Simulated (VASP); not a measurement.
# TlBr (CsCl type) (Pm-3m) in VASP: notebook

The runs below take TlBr (CsCl type) through single point, with PBE.

Program: VASP 6.6.1. These are calculated values, not measurements. Logs are shortened: lines on timing, memory, paths and dates and some standing lists are left out, and cuts for length are marked.

## 1. The cell of the first run

It takes space group Pm-3m (No. 221, cubic). Conventional cell: a = 3.216 Å, b = 3.216 Å, c = 3.216 Å, α = 90.00°, β = 90.00°, γ = 90.00°. Tl (site symmetry m-3m) has 8 Br at 2.79 Å and 6 Tl at 3.22 Å within 3.7 Å. Within 3.7 Å of Br (site symmetry m-3m) lie 8 Tl at 2.79 Å and 6 Br at 3.22 Å.

## 2. Single point, PBE (volume scaled by 0.5)

Contents of INCAR:

```
SYSTEM = TlBr
PREC = Accurate ; ENCUT = 500
EDIFF = 1E-6 ; ISMEAR = -1
SIGMA = 0.08 ; LREAL = .False.
LASPH = .True. ; NELM = 120
ALGO = Normal ; ISIF = 2
LWAVE = .False. ; LCHARG = .True.
GGA = PE ; LELF = .True.
LVHAR = .True. ; NBANDS = 17
GGA_COMPAT = .False.
```

Contents of KPOINTS:

```
Automatic mesh
0
Gamma
  12 12 12
  0 0 0
```

Contents of POSCAR:

```
TlBr
1.0
    3.2159416952      0.0000000000      0.0000000000
    0.0000000000      3.2159416952      0.0000000000
    0.0000000000      0.0000000000      3.2159416952
Tl Br
1 1
Direct
    0.0000000000      0.0000000000      0.0000000000
    0.5000000000      0.5000000000      0.5000000000
```

Potentials or basis: VASP PAW PBE potentials, release 64 (Tl_d, Br).

On the command line:

```
> cat potpaw_PBE.64/Tl_d/POTCAR potpaw_PBE.64/Br/POTCAR > POTCAR
> mpirun -np 1 vasp_std > vasp.out
```

OUTCAR:

```text
SYSTEM = TlBr
   PREC = Accurate
   ENCUT = 500
   EDIFF = 1E-6
   ISMEAR = -1
   LREAL = .False.
   LASPH = .True.
   NELM = 120
   ISIF = 2
   GGA = PE

 ion  position               nearest neighbor table
   1  0.000  0.000  0.000-   2 2.79   2 2.79   2 2.79   2 2.79   2 2.79   2 2.79   2 2.79   2 2.79

   2  0.500  0.500  0.500-   1 2.79   1 2.79   1 2.79   1 2.79   1 2.79   1 2.79   1 2.79   1 2.79

  LATTYP: Found a simple cubic cell.
 ALAT       =     3.2159416952

  Lattice vectors:

 A1 = (   3.2159416952,   0.0000000000,   0.0000000000)
 A2 = (   0.0000000000,   3.2159416952,   0.0000000000)
 A3 = (   0.0000000000,   0.0000000000,   3.2159416952)

Analysis of symmetry for initial positions (statically):
=====================================================================
 Subroutine PRICEL returns:
 Original cell was already a primitive cell.

 Routine SETGRP: Setting up the symmetry group for a
 simple cubic supercell.

 Subroutine GETGRP returns: Found 48 space group operations
 (whereof 48 operations were pure point group operations)
 out of a pool of 48 trial point group operations.

The static configuration has the point symmetry O_h .

Analysis of symmetry for dynamics (positions and initial velocities):
=====================================================================
 Subroutine PRICEL returns:
 Original cell was already a primitive cell.

 Routine SETGRP: Setting up the symmetry group for a
 simple cubic supercell.

 Subroutine GETGRP returns: Found 48 space group operations
 (whereof 48 operations were pure point group operations)
 out of a pool of 48 trial point group operations.

The dynamic configuration has the point symmetry O_h .

 Subroutine INISYM returns: Found 48 space group operations
 (whereof 48 operations are pure point group operations),
 and found     1 'primitive' translations

----------------------------------------------------------------------------------------

                                     Primitive cell

  volume of cell :      33.2602

  direct lattice vectors                    reciprocal lattice vectors
     3.215941695  0.000000000  0.000000000     0.310950911  0.000000000  0.000000000
     0.000000000  3.215941695  0.000000000     0.000000000  0.310950911  0.000000000
     0.000000000  0.000000000  3.215941695     0.000000000  0.000000000  0.310950911

  length of vectors
     3.215941695  3.215941695  3.215941695     0.310950911  0.310950911  0.310950911

  position of ions in fractional coordinates (direct lattice)
     0.000000000  0.000000000  0.000000000
     0.500000000  0.500000000  0.500000000

  ion indices of the primitive-cell ions
   primitive index   ion index
                 1           1
                 2           2

----------------------------------------------------------------------------------------

 KPOINTS: Automatic mesh

Automatic generation of k-mesh.
 Grid dimensions read from file:
 generate k-points for:   12   12   12

 Generating k-lattice:

  Cartesian coordinates                     Fractional coordinates (reciprocal lattice)
     0.025912576  0.000000000  0.000000000     0.083333333  0.000000000  0.000000000
     0.000000000  0.025912576  0.000000000     0.000000000  0.083333333  0.000000000
     0.000000000  0.000000000  0.025912576     0.000000000  0.000000000  0.083333333

  Length of vectors
     0.025912576  0.025912576  0.025912576

  Shift w.r.t. Gamma in fractional coordinates (k-lattice)
     0.000000000  0.000000000  0.000000000

 Subroutine IBZKPT returns following result:
 ===========================================

 Found     84 irreducible k-points:

 Following reciprocal coordinates:
            Coordinates               Weight
  0.000000  0.000000  0.000000      1.000000
  0.083333  0.000000  0.000000      6.000000
  0.166667  0.000000  0.000000      6.000000
  0.250000  0.000000  0.000000      6.000000
  0.333333  0.000000  0.000000      6.000000
  0.416667  0.000000  0.000000      6.000000
[... 16 lines left out ...]
  0.333333  0.333333  0.000000     12.000000
  0.416667  0.333333  0.000000     24.000000
 [... further k-points ...]
   k-points           NKPTS =     84   k-points in BZ     NKDIM =     84   number of bands    NBANDS=     17
   number of dos      NEDOS =    301   number of ions     NIONS =      2
   total plane-waves  NPLWV =  13824
   dimension x,y,z NGX =    24 NGY =   24 NGZ =   24
   dimension x,y,z NGXF=    48 NGYF=   48 NGZF=   48
   ions per type =               1   1
   NGX,Y,Z   is equivalent  to a cutoff of  12.41, 12.41, 12.41 a.u.
   NGXF,Y,Z  is equivalent  to a cutoff of  24.81, 24.81, 24.81 a.u.
 SYSTEM =  TlBr
   PREC   = accura    normal or accurate (medium, high low for compatibility)
   ISTART =      0    job   : 0-new  1-cont  2-samecut
   ICHARG =      2    charge: 1-file 2-atom 10-const
   ISPIN  =      1    spin polarized calculation?
   LNONCOLLINEAR =      F non collinear calculations
   LSORBIT =      F    spin-orbit coupling
   LASPH  =      T    aspherical Exc in radial PAW
   ENCUT  =  500.0 eV  36.75 Ry    6.06 a.u.   5.86  5.86  5.86*2*pi/ulx,y,z
   NELM   =    120;   NELMIN=  2; NELMDL= -5     # of ELM steps
   EDIFF  = 0.1E-05   stopping-criterion for ELM
   LREAL  =      F    real-space projection
   EDIFFG = 0.1E-04   stopping-criterion for IOM
   NSW    =      0    number of steps for IOM
   IBRION =     -1    ionic relax: 0-MD 1-quasi-New 2-CG
   NFREE  =      0    steps in history (QN), initial steepest desc. (CG)
   ISIF   =      2    stress and relaxation
   ISYM   =      2    0-nonsym 1-usesym 2-fastsym
   POTIM  = 0.5000    time-step for ionic-motion
   TEBEG  =    0.0;   TEEND  =   0.0 temperature during run
   PSTRESS=    0.0 pullay stress
   NELECT =      20.0000    total number of electrons
   NUPDOWN=      -1.0000    fix difference up-down
   EMIN   =  10.00;   EMAX   =-10.00  energy-range for DOS
   EFERMI =   0.00;   METHOD = LEGACY
   ISMEAR =    -1;   SIGMA  =   0.08  broadening in eV -4-tet -1-fermi 0-gaus
   EFERMI_NEDOS =   21; number of points for ismear=-14 and -15
   IALGO  =     38    algorithm
   IMIX   =      4    mixing-type and parameters
     AMIX     =   0.40;   BMIX     =  1.00
     AMIX_MAG =   1.60;   BMIX_MAG =  1.00
  volume/ion in A,a.u.               =      16.63       112.23
  Fermi-wavevector in a.u.,A,eV,Ry     =   1.381794  2.611212 25.978351  1.909355
  Thomas-Fermi vector in A             =   2.506545
   LORBIT       =      0    0 simple, 1 ext, 2 COOP (PROOUT), +10 PAW based schemes
   GGA     = PE    functional components
   LHFCALC =     F    Hartree Fock is set to
   AEXX    =    0.0000 exact exchange contribution
   IVDW    =     0    specifies the selected vdW correction
   LEPSILON=     F    determine dielectric tensor
   LRPA    =     F    only Hartree local field effects (RPA)
 non-spin polarized calculation
  energy-cutoff  :      500.00
  volume of cell :       33.26
 maximum number of plane-waves:       870
 NGX is ok and might be reduce to    24
   NGX = 11   NGY = 11   NGZ = 11

 number of electron      20.0000005 magnetization

 Free energy of the ion-electron system (eV)
  ---------------------------------------------------
  ext. energy  EPLUGINS =         0.00000000
  ---------------------------------------------------
  free energy    TOTEN  =        -1.45308707 eV

  energy without entropy =       -1.44182533  energy(sigma->0) =       -1.44745620

 E-fermi :  11.5990     XC(G=0): -12.3271

 val. band max:       11.5465080815   @ k =   0.5000   0.4167   0.3333
 cond. band min:      11.7287147833   @ k =   0.4167   0.4167   0.3333
 fundamental gap:      0.1822067018
 Fermi energy:        11.5990032454

 k-point     1 :       0.0000    0.0000    0.0000
  band No.  band energies     occupation
      1      -7.7391      2.00000
      2      -1.1727      2.00000
      3      -1.1727      2.00000
      4      -0.1471      2.00000
      5      -0.1471      2.00000
      6      -0.1471      2.00000
[... 9 lines left out ...]
     16      26.4443      0.00000
     17      26.4445      0.00000

 k-point     2 :       0.0833    0.0000    0.0000
  band No.  band energies     occupation
      1      -7.6661      2.00000
      2      -1.1648      2.00000
      3      -1.1380      2.00000
      4      -0.1881      2.00000
      5      -0.1881      2.00000
      6      -0.1440      2.00000
[... 9 lines left out ...]
     16      25.9498      0.00000
     17      25.9511      0.00000

 k-point     3 :       0.1667    0.0000    0.0000
  band No.  band energies     occupation
      1      -7.4549      2.00000
      2      -1.1431      2.00000
      3      -1.0579      2.00000
      4      -0.2966      2.00000
      5      -0.2966      2.00000
      6      -0.1356      2.00000
[... 9 lines left out ...]
     16      25.3328      0.00000
     17      26.0984      0.00000

 k-point     4 :       0.2500    0.0000    0.0000
  band No.  band energies     occupation
      1      -7.1325      2.00000
      2      -1.1131      2.00000
      3      -1.0079      2.00000
      4      -0.4366      2.00000
      5      -0.4366      2.00000
      6      -0.1242      2.00000
[... 9 lines left out ...]
     16      24.4934      0.00000
     17      25.7800      0.00000
[... 343 lines left out ...]
      1      -6.1079      2.00000
      2      -1.0351      2.00000
      3      -0.5810      2.00000
      4      -0.5268      2.00000
      5      -0.3869      2.00000
      6      -0.2873      2.00000
[... 9 lines left out ...]
     16      25.2828      0.00000
     17      25.7854      0.00000

 k-point    23 :       0.3333    0.3333    0.0000
  band No.  band energies     occupation
      1      -6.2159      2.00000
      2      -1.0270      2.00000
      3      -0.4652      2.00000
      4      -0.3928      2.00000
      5      -0.3855      2.00000
      6      -0.2888      2.00000
[... 9 lines left out ...]
     16      23.9498      0.00000
     17      25.5827      0.00000

 k-point    24 :       0.4167    0.3333    0.0000
  band No.  band energies     occupation
      1      -6.0706      2.00000
      2      -0.9681      2.00000
      3      -0.5018      2.00000
      4      -0.3851      2.00000
      5      -0.2448      2.00000
      6      -0.1355      2.00000
[... 9 lines left out ...]
     16      24.9662      0.00000
     17      25.8992      0.00000

 [... further k-points ...]
[... 5 lines left out ...]
  --------------------------------------------------------------------------------------
  -------------------------------------------------------------------------------------
  Total       15.8799465     15.8799465     15.8799465      0.0000000      0.0000000      0.0000000
  in kB      764.9536468    764.9536468    764.9536468      0.0000000      0.0000000      0.0000000
  external PRESSURE =     764.9536468 kB  Pullay stress =       0.0000000 kB

 VOLUME and BASIS-vectors are now :
 -----------------------------------------------------------------------------
  energy-cutoff  :      500.00
  volume of cell :       33.26
      direct lattice vectors                 reciprocal lattice vectors
     3.215941695  0.000000000  0.000000000     0.310950911  0.000000000  0.000000000
     0.000000000  3.215941695  0.000000000     0.000000000  0.310950911  0.000000000
     0.000000000  0.000000000  3.215941695     0.000000000  0.000000000  0.310950911

 POSITION                                       TOTAL-FORCE (eV/Angst)
 -----------------------------------------------------------------------------------
      0.00000      0.00000      0.00000         0.000000      0.000000      0.000000
      1.60797      1.60797      1.60797         0.000000      0.000000      0.000000
 -----------------------------------------------------------------------------------
    total drift:                                0.000000      0.000000     -0.000000

  FREE ENERGIE OF THE ION-ELECTRON SYSTEM (eV)
  ---------------------------------------------------
  free  energy   TOTEN  =        -1.4530870706 eV

  energy  without entropy=       -1.4418253288  energy(sigma->0) =       -1.44745620
```

Run time: 9.9 s. Hardware: 1 thread of Intel Xeon 6975P-C (Granite Rapids), shared host; peak memory 0.17 GiB.

What came out:

```
Free energy            : -1.4531 eV
Pressure               : 76.5 GPa
Band gap on the k mesh : zero (band 10 reaches 12.34 eV, above the bottom of band 11 at 10.23 eV)
```

Caveat: the cell differs from its parent crystal (volume scaled by 0.5); spin-orbit coupling is left out, which moves the levels of the heavy elements.

## 3. Single point, PBE

This run uses another cell than the first one, of 13.30 Å³/atom, 0.800 times its volume.

Contents of INCAR:

```
SYSTEM = TlBr
ALGO = Normal
EDIFF = 1E-6
ENCUT = 500
GGA = PE
GGA_COMPAT = .False.
ISIF = 2
ISMEAR = 1
LASPH = .True.
LCHARG = .True.
LELF = .True.
LREAL = .False.
LVHAR = .True.
LWAVE = .False.
NBANDS = 17
NELM = 120
PREC = Accurate
SIGMA = 0.001
```

Contents of KPOINTS:

```
k-points
0
Gamma
  15 15 15
  0 0 0
```

Contents of POSCAR:

```
TlBr
1.0
    2.9854158124      0.0000000000      0.0000000000
    0.0000000000      2.9854158124      0.0000000000
    0.0000000000      0.0000000000      2.9854158124
Tl Br
1 1
Direct
    0.0000000000      0.0000000000      0.0000000000
    0.5000000000      0.5000000000      0.5000000000
```

Potentials or basis: VASP PAW PBE potentials, release 64 (Tl_d, Br).

On the command line:

```
> cat potpaw_PBE.64/Tl_d/POTCAR potpaw_PBE.64/Br/POTCAR > POTCAR
> mpirun -np 1 vasp_std > vasp.out
```

OUTCAR:

```text
SYSTEM = TlBr
   EDIFF = 1E-6
   ENCUT = 500
   GGA = PE
   ISIF = 2
   ISMEAR = 1
   LASPH = .True.
   LREAL = .False.
   NELM = 120
   PREC = Accurate

 ion  position               nearest neighbor table
   1  0.000  0.000  0.000-   2 2.59   2 2.59   2 2.59   2 2.59   2 2.59   2 2.59   2 2.59   2 2.59

   2  0.500  0.500  0.500-   1 2.59   1 2.59   1 2.59   1 2.59   1 2.59   1 2.59   1 2.59   1 2.59

  LATTYP: Found a simple cubic cell.
 ALAT       =     2.9854158124

  Lattice vectors:

 A1 = (   2.9854158124,   0.0000000000,   0.0000000000)
 A2 = (   0.0000000000,   2.9854158124,   0.0000000000)
[... 650 lines left out ...]
      5       2.6386      2.00000
      6       3.1346      2.00000
[... 9 lines left out ...]
     16      28.3692      0.00000
     17      31.1403      0.00000

 [... further k-points ...]
[... 5 lines left out ...]
  --------------------------------------------------------------------------------------
  -------------------------------------------------------------------------------------
  Total       28.8364007     28.8364007     28.8364007      0.0000000     -0.0000000      0.0000000
  in kB     1736.3495033   1736.3495033   1736.3495033      0.0000000     -0.0000000      0.0000000
  external PRESSURE =    1736.3495033 kB  Pullay stress =       0.0000000 kB

 VOLUME and BASIS-vectors are now :
 -----------------------------------------------------------------------------
  energy-cutoff  :      500.00
  volume of cell :       26.61
      direct lattice vectors                 reciprocal lattice vectors
     2.985415812  0.000000000  0.000000000     0.334961715  0.000000000  0.000000000
     0.000000000  2.985415812  0.000000000     0.000000000  0.334961715  0.000000000
     0.000000000  0.000000000  2.985415812     0.000000000  0.000000000  0.334961715

 POSITION                                       TOTAL-FORCE (eV/Angst)
 -----------------------------------------------------------------------------------
      0.00000      0.00000      0.00000         0.000000      0.000000      0.000000
      1.49271      1.49271      1.49271         0.000000      0.000000      0.000000
 -----------------------------------------------------------------------------------
    total drift:                                0.000000      0.000000      0.000000

  FREE ENERGIE OF THE ION-ELECTRON SYSTEM (eV)
  ---------------------------------------------------
  free  energy   TOTEN  =         3.4483375357 eV

  energy  without entropy=        3.4483378973  energy(sigma->0) =        3.44833766
```

Run time: 15 s. Hardware: 1 thread of Intel Xeon 6975P-C (Granite Rapids), shared host; peak memory 0.17 GiB.

What came out:

| Property | Result |
| --- | --- |
| Free energy | 3.4483 eV |
| Pressure | 173.6 GPa |
| Band gap on the k mesh | zero (band 10 reaches 17.20 eV, above the bottom of band 11 at 13.43 eV) |

Levels at points of the mesh, in eV from the Fermi level:
| k point | band 6 | band 7 | band 8 | band 9 | band 10 | band 11 | band 12 | band 13 | band 14 | band 15 |
| --- | --- | --- | --- | --- | --- | --- | --- | --- | --- | --- |
| (0.00, 0.00, 0.00) | -13.06 | -6.20 | -6.20 | -6.20 | -5.09 | 4.06 | 4.06 | 12.78 | 12.78 | 12.78 |

Caveat: spin-orbit coupling is left out, which moves the levels of the heavy elements.

[end of part 1 of 2]
